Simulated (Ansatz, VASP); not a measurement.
GaAs in VASP and in Ansatz

Contents of POSCAR:

```
GaAs
1.0
    0.0000000000      2.8047542445      2.8047542445
    2.8047542445      0.0000000000      2.8047542445
    2.8047542445      2.8047542445      0.0000000000
Ga As
1 1
Direct
    0.0000000000      0.0000000000      0.0000000000
    0.2500000000      0.2500000000      0.2500000000
```

INCAR.step1

```
SYSTEM = GaAs
PREC = Accurate
ENCUT = 520
EDIFF = 1E-5
ISMEAR = 0
SIGMA = 0.01
LREAL = .FALSE.
LASPH = .TRUE.
NELM = 100
ALGO = Normal
ISIF = 2
LWAVE = .TRUE.
GGA = PE
NBANDS = 16
```

INCAR.step2

```
SYSTEM = GaAs
PREC = Accurate
ENCUT = 520
EDIFF = 1E-7
ISMEAR = 0
SIGMA = 0.01
LREAL = .FALSE.
LASPH = .TRUE.
NELM = 100
ALGO = Normal
ISIF = 2
LWAVE = .FALSE.
LCHARG = .TRUE.
GGA = PE
LHFCALC = .TRUE.
HFSCREEN = 0.2079
PRECFOCK = Normal
LELF = .TRUE.
LVHAR = .TRUE.
ISTART = 1
NBANDS = 16
```

File KPOINTS:

```
Automatic mesh
0
G
  6 6 6
  0 0 0
```

Input for Ansatz:

```yaml
crystal:
  lattice:
    - [0.0, 2.8047542445, 2.8047542445]
    - [2.8047542445, 0.0, 2.8047542445]
    - [2.8047542445, 2.8047542445, 0.0]
  atoms:
    - { symbol: Ga, position: [0.0, 0.0, 0.0] }
    - { symbol: As, position: [0.25, 0.25, 0.25] }
kpoints:
  mp_grid: { grid: [6, 6, 6] }
  band_path:
    path:
      - [0.0, 0.0, 0.0]
      - [-0.5, -0.5, 0.0]
      - [-0.375, -0.375, 0.25]
      - [-0.375, 0.0, 0.375]
      - [0.0, 0.0, 0.5]
      - [-0.5, -0.25, 0.25]
    npoints: 1
hamiltonian:
  xc: hse06
scf:
  occupations: { method: fixed }
  n_extra_bands: 4
output:
  forces: true
  stress: true
  eigenvalues: true
  write_density: true
  write_potential: true
  elf: true
  volumetric_format: npy
```

Change from the starting cell: hydrostatic strain -1.0%.

Alike in both runs: task single point; functional HSE06; k mesh 6 × 6 × 6; no spin polarisation.

|  | VASP | Ansatz |
| --- | --- | --- |
| version | VASP 6.6.1 | Ansatz 0.2.0 |
| potentials or method | VASP PAW PBE potentials, release 64 (Ga_d, As) | plane waves, PAW |
| plane-wave cutoff (eV) | 520 | 420 |
| occupations | gaussian, width 0.01 eV | fixed |
| valence electrons in the cell | 18 | 28 |

```csv
,VASP,Ansatz,Ansatz less VASP
gap on the k mesh at the Fermi level (eV),1.62,1.62,+0.002
pressure (GPa),2.9,3.1,+0.15
```

VASP's potentials hold 18 valence electrons a cell and Ansatz's 28, so a difference there can come from the potentials and not from the codes. Ansatz's warnings: stress exchange threshold loose, stress scf threshold loose.
